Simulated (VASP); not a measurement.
A run of VASP 6.6.1 is set up as follows.

File INCAR:

```
SYSTEM = EuS3
PREC = Accurate
ENCUT = 520
EDIFF = 1E-6
ISMEAR = 0
SIGMA = 0.1
LREAL = .False.
LASPH = .True.
NELM = 150
ALGO = Normal
ISIF = 2
LWAVE = .False.
LCHARG = .False.
ISPIN = 2
MAGMOM = 7 7 0 0 0 0 0 0
LORBIT = 11
LMAXMIX = 6
GGA = PE
NBANDS = 49
```

File KPOINTS:

```
Automatic mesh
0
Gamma
  3 3 4
  0 0 0
```

The input POSCAR:

```
EuS3
1.0
    5.7847156504      0.0000000000      0.0000000000
   -2.8923578252      5.0097107069      0.0000000000
    0.0000000000      0.0000000000      5.5227261891
Eu S
2 6
Direct
    0.3333333333      0.6666666667      0.7500000000
    0.6666666667      0.3333333333      0.2500000000
    0.1784277105      0.3568554211      0.2500000000
    0.6431445789      0.8215722895      0.2500000000
    0.1784277105      0.8215722895      0.2500000000
    0.8215722895      0.6431445789      0.7500000000
    0.3568554211      0.1784277105      0.7500000000
    0.8215722895      0.1784277105      0.7500000000
```

Potentials or basis: VASP PAW PBE potentials, release 64 (Eu, S).

Run with:

```bash
$ cat potpaw_PBE.64/Eu/POTCAR potpaw_PBE.64/S/POTCAR > POTCAR
$ mpirun -np 1 vasp_std > vasp.out
```

Q: What does it give for the net moment?

A: 10.96 μB per cell.

Q: Estimate the largest force.

A: 0.033 eV/Å.

Q: Estimate the site moments.

A: Eu +6.27; S -0.23 μB.

Stress tensor (GPa, compression positive):
```
-0.20  0.00  0.00
 0.00 -0.20  0.00
 0.00  0.00 -0.05
```

Caveat: the k points lie up to 0.42 Å⁻¹ apart. The state reached can hang on the start; a lower one may exist.
